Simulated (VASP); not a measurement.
GaP (de600):

```xyz
2
Lattice="0.0000 2.7258 2.7258 2.7258 0.0000 2.7258 2.7258 2.7258 0.0000" Properties=species:S:1:pos:R:3 pbc="T T T"
Ga    0.0000    0.0000    0.0000
P     4.0887    4.0887    4.0887
```

- Program: VASP 6.6.1
- Task: relaxation of cell and atoms
- Functional: LDA
- Potentials or basis: VASP PAW LDA potentials, release 64 (Ga_d, P)
- Cutoff: 600 eV
- k mesh: 8 × 8 × 8
- Occupations: gaussian, width 0.02 eV
- Spin: no spin polarisation

At the start: pressure -2.7 GPa; volume 20.25 Å³/atom.

Problem. Where does the relaxation end?

Solution. Over 11 steps the energy falls by 5.6 meV/atom and the volume is 19.61 Å³/atom (-3.2 %); space group F-43m (No. 216, to 0.05 Å).

Step by step:
```tsv
step	energy change (eV)	largest force (eV/Å)	pressure (GPa)	volume (Å³)
1	0.0000	0.0000	-2.73	40.51
2	-0.0076	0.0000	1.71	38.51
3	-0.0112	0.0000	-0.08	39.22
4	-0.0112	0.0000	0.10	39.19
5	-0.0112	0.0000	-0.10	39.26
6	-0.0112	0.0000	0.04	39.22
7	-0.0112	0.0000	-0.06	39.23
8	-0.0112	0.0000	0.07	39.22
9	-0.0112	0.0000	-0.06	39.23
10	-0.0112	0.0000	-0.03	39.22
11	-0.0112	0.0000	-0.01	39.22
```

Final structure:
```xyz
2
Lattice="0.0000 2.6967 2.6967 2.6967 0.0000 2.6967 2.6967 2.6967 0.0000" Properties=species:S:1:pos:R:3 pbc="T T T"
Ga    0.0000    0.0000    0.0000
P     4.0451    4.0451    4.0451
```
